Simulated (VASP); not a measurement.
The system is TiGe4.

```xyz
5
Lattice="3.7942 0.0000 0.0000 0.0000 3.7942 0.0000 0.0000 0.0000 3.7942" Properties=species:S:1:pos:R:3 pbc="T T T"
Ti    0.0000    0.0000    0.0000
Ge    1.8971    0.0000    0.0000
Ge    0.0000    1.8971    0.0000
Ge    0.0000    0.0000    1.8971
Ge    1.8971    1.8971    1.8971
```

The cell was built from a structure type or drawn by symmetry, and may not be a known phase.

```yaml
Program: VASP 6.6.1
Task: relaxation of cell and atoms
Functional: PBE
Potentials_or_basis: VASP PAW PBE potentials, release 64 (Ti_sv, Ge_d)
Cutoff: 600 eV
k_mesh: 4 × 4 × 4
Occupations: gaussian, width 0.1 eV
Spin: no spin polarisation
```

At the start: pressure 199.2 GPa; volume 10.92 Å³/atom.

Problem. Where does the relaxation end?

Solution. Over 7 steps the energy falls by 4102.2 meV/atom and the volume is 23.60 Å³/atom (+116.0 %); space group Pm-3m (No. 221, to 0.1 Å) before and after.

The path:
```
step  energy change (eV)  largest force (eV/Å)  pressure (GPa)  volume (Å³)
   1              0.0000                0.0000          199.17        54.62
   2             -7.7767                0.0000          -35.24       247.67
   3            -20.2802                0.0000           -4.91       131.84
   4            -20.4231                0.0000           -3.24       126.26
   5            -20.5104                0.0000            0.31       117.37
   6            -20.5098                0.0000           -0.42       118.96
   7            -20.5111                0.0000            0.02       118.01
```

Final structure:
```
Ti Ge
1.0
     4.90494    0.00000    0.00000
     0.00000    4.90494    0.00000
     0.00000    0.00000    4.90494
Ti Ge
1 4
Direct
  0.00000 0.00000 0.00000
  0.50000 0.00000 0.00000
  0.00000 0.50000 0.00000
  0.00000 0.00000 0.50000
  0.50000 0.50000 0.50000
```

Caveat: the k points lie up to 0.32 Å⁻¹ apart in the final cell, too coarse for converged energies and pressures of a metal; the volume moved by over 15 % at a fixed basis, so the end points are rough.
